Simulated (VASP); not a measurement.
# BP: single point with r2SCAN

The system is BP.

```
B P
1.0
     2.25692    2.25692    0.00000
    -2.25692    2.25692    0.00000
     0.00000    2.25692    2.27324
B P
1 1
Direct
  0.00000 0.00000 0.00000
  0.75000 0.25000 0.50000
```

This cell differs from its parent crystal: in-plane strain -0.005, then relaxed in part.

```yaml
Program: VASP 6.6.1
Task: single point
Functional: r2SCAN
Potentials_or_basis: VASP PAW PBE potentials, release 64 (B, P)
Cutoff: 520 eV
k_mesh: 8 × 8 × 8
Occupations: gaussian, width 0.01 eV
Spin: no spin polarisation
```

```json
{
 "Pressure": "0.8 GPa",
 "Band gap on the k mesh": "1.41 eV, indirect (least direct gap 3.61 eV)"
}
```

Stress tensor (GPa, compression positive):
```
 1.56  0.00  0.00
 0.00  1.56  0.00
 0.00  0.00 -0.56
```

Levels at points of the mesh, in eV from the valence-band top:
```csv
k point,band 1,band 2,band 3,band 4,band 5,band 6,band 7,band 8,band 9
"(0.00, 0.00, 0.00)",-16.37,-0.08,0.00,0.00,3.61,3.61,3.66,8.13,12.44
"(0.50, 0.00, 0.00)",-12.84,-9.59,-1.95,-1.85,4.16,4.98,5.05,10.93,15.47
"(0.50, 0.50, 0.00)",-11.13,-9.18,-4.44,-4.42,1.47,1.84,13.04,13.20,16.50
"(0.00, 0.00, 0.50)",-11.21,-9.25,-4.35,-4.35,1.55,1.95,13.13,13.13,16.43
```

Run time: 18 s on 1 thread of Intel(R) Xeon(R) 6975P-C (Granite Rapids), with other jobs on the host, peak memory 0.14 GiB.

Caveat: the cell differs from its parent crystal (in-plane strain -0.005, then relaxed in part); the PAW data sets were made with another functional, which shifts forces and pressure a little. A k mesh can miss the band edges.
